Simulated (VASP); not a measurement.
Ti: single point with PBE

Crystal: Ti.

```
CELL_PARAMETERS angstrom
-1.64100 1.64100 1.69023
1.64100 -1.64100 1.69023
1.64100 1.64100 -1.69023
ATOMIC_POSITIONS crystal
Ti 0.00000 0.00000 0.00000
```

This cell differs from its parent crystal: zz strain of +3 %.

```json
{"Program": "VASP 6.6.1", "Task": "single point", "Functional": "PBE", "Potentials or basis": "VASP PAW PBE potentials, release 64 (Ti_sv)", "Cutoff": "520 eV", "k mesh": "14 × 14 × 14", "Occupations": "fermi-dirac, width 0.05 eV", "Spin": "no spin polarisation"}
```

```
Pressure               : -5.3 GPa
Band gap on the k mesh : zero (band 6 reaches 8.52 eV, above the bottom of band 7 at 7.00 eV)
```

Stress tensor (GPa, compression positive):
```
-5.55  0.00  0.00
 0.00 -5.55  0.00
 0.00  0.00 -4.89
```

Levels at points of the mesh, in eV from the Fermi level:
| k point | band 3 | band 4 | band 5 | band 6 | band 7 | band 8 | band 9 | band 10 |
| --- | --- | --- | --- | --- | --- | --- | --- | --- |
| (0.00, 0.00, 0.00) | -32.54 | -32.53 | -5.85 | 0.88 | 0.88 | 1.08 | 2.48 | 2.71 |
| (0.50, 0.00, 0.00) | -32.72 | -32.54 | -2.34 | -0.27 | 0.95 | 2.47 | 2.91 | 4.00 |
| (0.50, 0.50, 0.00) | -32.73 | -32.55 | -2.34 | -0.51 | 1.14 | 2.72 | 2.97 | 4.03 |
| (0.50, 0.50, 0.50) | -32.92 | -32.92 | -1.99 | -1.91 | 3.65 | 3.70 | 3.70 | 7.47 |

Wall time 63 s on 1 thread of AMD EPYC 7R43 64-Core Processor (Zen 3), with other jobs on the host, peak memory 0.14 GiB.

Caveat: the cell differs from its parent crystal (zz strain of +3 %).
